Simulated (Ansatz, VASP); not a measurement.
**Two plane-wave programs on In4Sb3As**

Contents of POSCAR:

```
In4Sb3As
1.0
    4.5595906139      0.0000000000      0.0000000000
    0.0000000000      9.1267196671      0.0000000000
    0.0000000000      0.0000000000      6.4358692648
As In Sb
1 4 3
Direct
    0.0000000000      0.0000000000     -0.0003002280
    0.5000000000      0.0000000000      0.7739170512
    0.0000000000      0.7625935517      0.2414325175
    0.5000000000      0.5000000000      0.7419193254
    0.0000000000      0.2374064483      0.2414325175
    0.5000000000      0.7573901510      0.5003477074
    0.0000000000      0.5000000000      0.0009034014
    0.5000000000      0.2426098490      0.5003477074
```

Contents of INCAR.step1:

```
ALGO = Normal
EDIFF = 1E-5
ENCUT = 550
GGA = PE
GGA_COMPAT = False
ISMEAR = -1
LASPH = True
LCHARG = False
LREAL = False
LWAVE = True
NBANDS = 46
NELM = 120
PREC = Accurate
SIGMA = 0.02
```

INCAR.step2

```
ALGO = Normal
EDIFF = 1E-6
ENCUT = 550
GGA_COMPAT = False
ISIF = 2
ISMEAR = -1
ISTART = 1
LASPH = True
LCHARG = True
LELF = True
LMIXTAU = True
LREAL = False
LVHAR = True
LWAVE = False
METAGGA = R2SCAN
NBANDS = 46
NELM = 120
PREC = Accurate
SIGMA = 0.02
```

KPOINTS

```
k-points
0
Gamma
  6 4 4
```

Input for Ansatz:

```yaml
crystal:
  lattice:
    - [4.5595906139, 0.0, 0.0]
    - [0.0, 9.1267196671, 0.0]
    - [0.0, 0.0, 6.4358692648]
  atoms:
    - { symbol: As, position: [0.0, 0.0, -0.000300228] }
    - { symbol: In, position: [0.5, 0.0, 0.7739170512] }
    - { symbol: Sb, position: [0.5, 0.757390151, 0.5003477074] }
    - { symbol: In, position: [0.0, 0.7625935517, 0.2414325175] }
    - { symbol: Sb, position: [0.0, 0.5, 0.0009034014] }
    - { symbol: In, position: [0.5, 0.5, 0.7419193254] }
    - { symbol: Sb, position: [0.5, 0.242609849, 0.5003477074] }
    - { symbol: In, position: [0.0, 0.2374064483, 0.2414325175] }
kpoints:
  mp_grid: { grid: [6, 4, 4] }
  band_path:
    path:
      - [0.0, 0.0, 0.0]
      - [0.5, 0.0, 0.0]
      - [0.5, 0.5, 0.0]
      - [0.0, 0.5, 0.0]
      - [0.0, 0.0, 0.5]
      - [0.5, 0.0, 0.5]
      - [0.5, 0.5, 0.5]
      - [0.0, 0.5, 0.5]
      - [0.0, 0.05, 0.0]
    npoints: 1
hamiltonian:
  xc: r2scan
scf:
  occupations: { method: fermi_dirac, width: 0.02 }
  n_extra_bands: 6
output:
  forces: true
  stress: true
  eigenvalues: true
```

Alike in both runs: task single point; functional r2SCAN; k mesh 6 × 4 × 4; occupations fermi-dirac, width 0.02 eV; no spin polarisation.

|  | VASP | Ansatz |
| --- | --- | --- |
| version | VASP 6.6.1 | Ansatz 0.2.0 |
| potentials or method | VASP PAW PBE potentials, release 64 (As, In_d, Sb) | plane waves, PAW |
| plane-wave cutoff (eV) | 550 | 500 |
| valence electrons in the cell | 72 | 112 |

```tsv
	VASP	Ansatz	Ansatz less VASP
pressure (GPa)	0.0	0.0	-0.04
```

VASP's potentials were made for PBE, not for r2SCAN. VASP's potentials hold 72 valence electrons a cell and Ansatz's 112, so a difference there can come from the potentials and not from the codes.

Neither program's run includes spin-orbit coupling.
